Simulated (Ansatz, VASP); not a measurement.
BaTiO3 in VASP and in Ansatz

INCAR

```
PREC = Accurate
ENCUT = 600
EDIFF = 1E-7
ISMEAR = 0
SIGMA = 0.01
LREAL = F
LASPH = T
NELM = 120
ALGO = Normal
ISIF = 3
LWAVE = F
LCHARG = F
GGA = PS
IBRION = 2
NSW = 80
EDIFFG = -0.01
GGA_COMPAT = F
NELMIN = 4
```

KPOINTS

```
Automatic mesh
0
Gamma
  6 6 6
```

File POSCAR:

```
BaTiO3
1.0
    3.9855000000      0.0000000000      0.0000000000
    0.0000000000      2.8369000000     -2.8451500000
    0.0000000000      2.8369000000      2.8451500000
Ba Ti O
1 1 3
Direct
    0.0000000000      0.0000000000      0.0000000000
    0.5000000000      0.4876000000      0.5124000000
    0.0000000000      0.5126000000      0.4874000000
    0.5000000000      0.0081600000      0.5052400000
    0.5000000000      0.4947600000      0.9918400000
```

Input for Ansatz:

```yaml
crystal:
  lattice:
    a: 3.9855
    b: 5.6738
    c: 5.6903
    alpha: 90.0
    beta: 90.0
    gamma: 90.0
  space_group: 38
  setting:
    hermann_mauguin: Amm2
  atoms:
    - { symbol: Ba, position: [0.0, 0.0, 0.0] }
    - { symbol: Ti, position: [0.5, 0.5, 0.0124] }
    - { symbol: O, position: [0.0, 0.5, 0.9874] }
    - { symbol: O, position: [0.5, 0.2567, 0.24854] }
  reduce_to_primitive: true
kpoints:
  mp_grid:
    grid: [6, 6, 6]
hamiltonian:
  xc: pbesol
  dispersion: none
scf:
  occupations:
    method: fixed
relax:
  cell: {}
```

Alike in both runs: task relaxation of cell and atoms; functional PBEsol; k mesh 6 × 6 × 6; no spin polarisation.

|  | VASP | Ansatz |
| --- | --- | --- |
| version | VASP 6.6.1 | Ansatz 0.2.0 |
| potentials or method | VASP PAW PBE potentials, release 64 (Ba_sv, Ti_sv, O) | plane waves, PAW |
| plane-wave cutoff (eV) | 600 | 420 |
| occupations | gaussian, width 0.01 eV | fixed |
| valence electrons in the cell | 40 | 40 |

Ansatz gave:

| Property | Result |
| --- | --- |
| relaxed volume (Å³/atom) | 12.69 |
| relaxed cell length with the largest relative difference (Å) | 4.007 |

**Question.** Estimate VASP's values.

**Answer.** Relaxed volume (Å³/atom): 12.84; relaxed cell length with the largest relative difference (Å): 4.026.

VASP's potentials were made for PBE, not for PBEsol.

Spin-orbit coupling is off throughout.
